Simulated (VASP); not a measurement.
A run of VASP 6.6.1 is set up as follows.

The input INCAR:

```
PREC     = Accurate       # precision mode
ENCUT    = 600            # plane-wave cutoff, eV
EDIFF    = 1E-6           # SCF threshold, eV
ISMEAR   = 0              # smearing method
SIGMA    = 0.1            # smearing width, eV
LREAL    = F              # projectors in reciprocal space
LASPH    = T              # aspherical terms in the spheres
NELM     = 80             # most SCF steps
ALGO     = Normal         # electronic algorithm
ISIF     = 3              # what is computed and relaxed
LWAVE    = F              # write WAVECAR
LCHARG   = F              # write CHGCAR
GGA      = PS             # functional
IBRION   = 2              # ionic algorithm
NSW      = 70             # ionic steps
EDIFFG   = -0.008         # ionic threshold
PSTRESS  = 900.0
```

File KPOINTS:

```
Automatic mesh
0
Gamma
  16 16 16
```

Contents of POSCAR:

```
Al2Cu
1.0
   -1.8025570628      1.8025570628      2.5492006452
    1.8025570628     -1.8025570628      2.5492006452
    1.8025570628      1.8025570628     -2.5492006452
Al Cu
2 1
Direct
    0.7500000000      0.2500000000      0.5000000000
    0.2500000000      0.7500000000      0.5000000000
    0.5000000000      0.5000000000      0.0000000000
```

Potentials or basis: VASP PAW PBE potentials, release 64 (Al, Cu).

Run with:

```sh
$ cat potpaw_PBE.64/Al/POTCAR potpaw_PBE.64/Cu/POTCAR > POTCAR
$ mpirun -np 1 vasp_std > vasp.out
```

Problem. Estimate the relaxed cell.

Solution. a = 3.566 Å, b = 3.566 Å, c = 3.566 Å, α = 120.00°, β = 120.00°, γ = 90.00°.

Problem. Estimate the space group after relaxing (to 0.1 Å).

Solution. Fm-3m (No. 225).

Step by step:
```
step  energy change (eV)  largest force (eV/Å)  pressure (GPa)  volume (Å³)
   1              0.0000                0.0000           77.09        33.13
   2              2.6769                0.0000          138.60        29.04
   3              0.5333                0.0000           89.38        32.10
   4              0.5579                0.0000           90.00        32.06
```

Caveat: the cell is relaxed towards a set pressure, so the run minimises the enthalpy, not the energy; the PAW data sets were made with another functional, which shifts forces and pressure a little.
